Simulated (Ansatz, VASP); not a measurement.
# One calculation of MgO, two programs

```
CELL_PARAMETERS angstrom
0.00000 2.30616 2.30616
2.30616 0.00000 2.30616
2.30616 2.30616 0.00000
ATOMIC_POSITIONS crystal
Mg 0.50000 0.50000 0.50000
O 0.75000 0.75000 0.75000
```

Alike in both runs: functional PBE0; k mesh 5 × 5 × 5; occupations fermi-dirac, width 0.05 eV; no spin polarisation.

|  | VASP | Ansatz |
| --- | --- | --- |
| version | VASP 6.6.1 | Ansatz 0.2.0 |
| potentials or method | VASP PAW PBE potentials, release 64 (Mg, O) | Ansatz PAW |
| plane-wave cutoff (eV) | 520 | 420 |
| valence electrons in the cell | 8 | 16 |
| task | single point | band structure |

|  | VASP | Ansatz | Ansatz less VASP |
| --- | --- | --- | --- |
| gap on the k mesh at the Fermi level (eV) | 5.79 | 5.79 | +0.002 |
| least direct gap on the mesh (eV) | 5.79 | 5.79 | +0.002 |
| pressure (GPa) | -4.0 | -3.8 | +0.22 |

VASP's potentials hold 8 valence electrons a cell and Ansatz's 16, so a difference there can come from the potentials and not from the codes.

The k mesh is coarse, so the values compare programs but aren't converged.
